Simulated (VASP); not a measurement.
The system is MgO.

```
Mg O
1.0
     0.00000    2.09700    2.09700
     2.09700    0.00000    2.09700
     2.09700    2.09700    0.00000
Mg O
1 1
Direct
  0.00000 0.00000 0.00000
  0.50000 0.50000 0.50000
```

| Quantity | Value |
| --- | --- |
| Program | VASP 6.6.1 |
| Task | relaxation of cell and atoms |
| Functional | PBE |
| Potentials or basis | VASP PAW PBE potentials, release 64 (Mg, O) |
| Cutoff | 600 eV |
| k mesh | 8 × 8 × 8 |
| Occupations | gaussian, width 0.1 eV |
| Spin | no spin polarisation |

At the start: pressure 5.9 GPa; volume 9.22 Å³/atom.

Problem. How do energy, volume and symmetry change on relaxing?

Solution. Over 3 steps the energy falls by 6.1 meV/atom and the volume is 9.56 Å³/atom (+3.7 %); space group Fm-3m (No. 225, to 0.1 Å) before and after.

The path:
| step | energy change (eV) | largest force (eV/Å) | pressure (GPa) | volume (Å³) |
| --- | --- | --- | --- | --- |
| 1 | 0.0000 | 0.0000 | 5.93 | 18.44 |
| 2 | -0.0108 | 0.0000 | -1.87 | 19.37 |
| 3 | -0.0122 | 0.0000 | 0.01 | 19.12 |

Final structure:
```
Mg O
1.0
     0.00000    2.12251    2.12251
     2.12251    0.00000    2.12251
     2.12251    2.12251    0.00000
Mg O
1 1
Direct
  0.00000 0.00000 0.00000
  0.50000 0.50000 0.50000
```
